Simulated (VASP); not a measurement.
Runs of VASP 6.6.1 on C. The structure is that of space group P4/mmm (No. 123), or close to it. The cells are those of the table. 

```tsv
level	cell	k mesh	cutoff (eV)	smearing	grid for exact exchange (PRECFOCK)	share of exact exchange	gap on the mesh (eV)	pressure (GPa)
PBE	a = 4.255, b = 4.255, c = 1.282 Å, 1 atom	4 × 4 × 12	600	fermi-dirac 0.03 eV	-	-	none	0.5
PBE	a = 4.198, b = 4.198, c = 1.265 Å, 1 atom	6 × 6 × 20	520	fermi-dirac 0.05 eV	-	-	none	4.3
PBE	a = 4.283, b = 4.283, c = 1.291 Å, 1 atom	6 × 6 × 20	520	fermi-dirac 0.05 eV	-	-	none	-1.7
r2SCAN-based global hybrid	a = 4.255, b = 4.255, c = 1.282 Å, 1 atom	4 × 4 × 11	520	fermi-dirac 0.05 eV	Normal	0.35	none	(b)
PBE+D3(BJ)	a = 3.285, b = 3.285, c = 1.282 Å, 1 atom	6 × 6 × 20	520	fermi-dirac 0.05 eV	-	-	none	(a)
```

Alike in all rows: task single point; potentials or basis VASP PAW PBE potentials, release 64 (C); no spin polarisation.

Question: Estimate the missing entries.

Answer: (a) -0.3; (b) -3.4.

Caveats: some runs use coarse meshes; the PAW data sets were made with another functional, which shifts forces and pressure a little (some runs); three body term missing (some runs); pairwise dispersion overbinds metals, which lowers pressure and volume (some runs).

A gap of «none» marks levels without a gap at the run's occupations.
